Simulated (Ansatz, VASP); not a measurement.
# One calculation of NaH, two programs

```
Na H
1.0
     2.41344    2.41304   -0.00051
     2.41162   -2.41196    4.83841
     2.41137   -2.41022   -4.83735
Na H
4 4
Direct
  0.00040 0.24929 0.74945
  0.49961 0.75035 0.75031
  0.50061 0.25100 0.24993
  0.99953 0.75021 0.25013
  0.99958 0.99998 0.00055
  0.49987 0.49992 0.99943
  0.50000 0.99975 0.50001
  0.00040 0.49951 0.50018
```

Change from the starting cell: cell x4, atoms moved at random (sigma 0.05 Å) and cell strained at random (1.5 %), then relaxed without symmetry.

Alike in both runs: functional PBE; k mesh 4 × 4 × 4; occupations gaussian, width 0.1 eV; no spin polarisation.

Ansatz relaxed the structure, and its values are those at the end. VASP's run is a single point on that final structure, the one shown.

```csv
,VASP,Ansatz
version,VASP 6.6.1,Ansatz 0.2.0
potentials or method,"VASP PAW PBE potentials, release 64 (Na_pv, H), cutoff 520 eV","scalar-relativistic, plane waves, PAW"
valence electrons in the cell,32,40
```

```tsv
	VASP	Ansatz	Ansatz less VASP
gap on the k mesh at the Fermi level (eV)	3.76	3.76	+0.002
least direct gap on the mesh (eV)	3.93	3.93	+0.001
pressure (GPa)	0.0	0.0	+0.04
rms of the force components (eV/Å)	0.004	0.004	0.0000
```

The functional is the same, so the differences come from potentials, cutoffs and numerics. VASP's potentials hold 32 valence electrons a cell and Ansatz's 40, so a difference there can come from the potentials and not from the codes.

The k mesh is coarse, so the values compare programs but aren't converged.
